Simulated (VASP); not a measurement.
AlRh, 2 atoms in the cell. Symmetry: Cmmm, No. 65, orthorhombic system. Conventional cell: a = 4.147 Å, b = 4.274 Å, c = 2.977 Å, α = 90.00°, β = 90.00°, γ = 90.00°. Al (site symmetry mmm) has 8 Rh at 2.55 to 2.60 Å and 6 Al at 2.98 Å within 3.4 Å. Within 3.4 Å of Rh (site symmetry mmm) lie 8 Al at 2.55 to 2.60 Å and 6 Rh at 2.98 Å.  This cell differs from its parent crystal: strain -0.0300 x Voigt [0, 0, 0, 0, 1, 0].

* Program: VASP 6.6.1
* Task: single point
* Functional: PBEsol
* Potentials or basis: VASP PAW PBE potentials, release 64 (Al, Rh_pv)
* Cutoff: 520 eV
* k mesh: 16 × 16 × 16
* Occupations: gaussian, width 0.15 eV
* Spin: no spin polarisation
* Dipole correction: no
* Further INCAR settings: ALGO = Fast; EDIFF = 1e-06; NBANDS = 16

Potentials or basis: VASP PAW PBE potentials, release 64 (Al, Rh_pv).

Launch:

```console
$ cat potpaw_PBE.64/Al/POTCAR potpaw_PBE.64/Rh_pv/POTCAR > POTCAR
$ mpirun -np 1 vasp_std > vasp.out
```

Hardware: 1 thread of AMD EPYC 7R13 Processor (Zen 3), on a shared host.

Q: Estimate the wall time of this run.

A: Run time: 2.6 min on 1 thread of AMD EPYC 7R13 Processor (Zen 3), with other jobs on the host, peak memory 0.34 GiB. Counts: scf iterations 13, k points 657.
